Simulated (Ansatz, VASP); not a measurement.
## CsPbBr3: VASP beside Ansatz

Contents of INCAR:

```
  ALGO = Normal
  EDIFF = 1E-6
  ENCUT = 500
  GGA = PS
  GGA_COMPAT = F
  ISIF = 2
  ISMEAR = 1
  LASPH = T
  LCHARG = F
  LREAL = F
  LWAVE = F
  NBANDS = 30
  NELM = 120
  PREC = Accurate
  SIGMA = 0.0617
```

Contents of KPOINTS:

```
k-points
0
Gamma
  3 3 3
```

Contents of POSCAR:

```
CsPbBr3
1.0
    5.6570940000      0.0000000000      0.0000000000
    0.0000000000      5.6570940000      0.0000000000
    0.0000000000      0.0000000000      5.6570940000
Pb Cs Br
1 1 3
Direct
    0.5000000000      0.5000000000      0.5000000000
    0.0000000000      0.0000000000      0.0000000000
    0.0000000000      0.5000000000      0.5000000000
    0.5000000000      0.0000000000      0.5000000000
    0.5000000000      0.5000000000      0.0000000000
```

Input for Ansatz:

```yaml
crystal:
  lattice:
    - [5.657094, 0.0, 0.0]
    - [0.0, 5.657094, 0.0]
    - [0.0, 0.0, 5.657094]
  atoms:
    - { symbol: Pb, position: [0.5, 0.5, 0.5] }
    - { symbol: Cs, position: [0.0, 0.0, 0.0] }
    - { symbol: Br, position: [0.0, 0.5, 0.5] }
    - { symbol: Br, position: [0.5, 0.0, 0.5] }
    - { symbol: Br, position: [0.5, 0.5, 0.0] }
  symmetry: { tolerance: 0.0003 }
kpoints:
  mp_grid: { grid: [3, 3, 3], shift: [0, 0, 0] }
magnetization:
  spin_polarized: false
scf:
  occupations: { method: cold, width: 0.0617 }
hamiltonian:
  pseudopotentials: { kind: paw }
  xc: pbesol
basis:
  ecutwfc: 420
output:
  forces: true
  stress: true
  eigenvalues: true
```

Alike in both runs: task single point; functional PBEsol; k mesh 3 × 3 × 3; no spin polarisation.

```csv
,VASP,Ansatz
version,VASP 6.6.1,Ansatz 0.2.0
potentials or method,"VASP PAW PBE potentials, release 64 (Pb_d, Cs_sv, Br), cutoff 500 eV",PAW plane waves
occupations,"methfessel-paxton of order 1, width 0.0617 eV","cold, width 0.0617 eV"
valence electrons in the cell,44,44
```

Ansatz gave:

| Quantity | Value |
| --- | --- |
| gap on the k mesh at the Fermi level (eV) | 3.93 |
| pressure (GPa) | 2.6 |

Q: Estimate VASP's values.

A: gap on the k mesh at the Fermi level (eV): 3.94; pressure (GPa): 2.6.

VASP's potentials were made for PBE, not for PBEsol.

Spin-orbit coupling is off throughout.
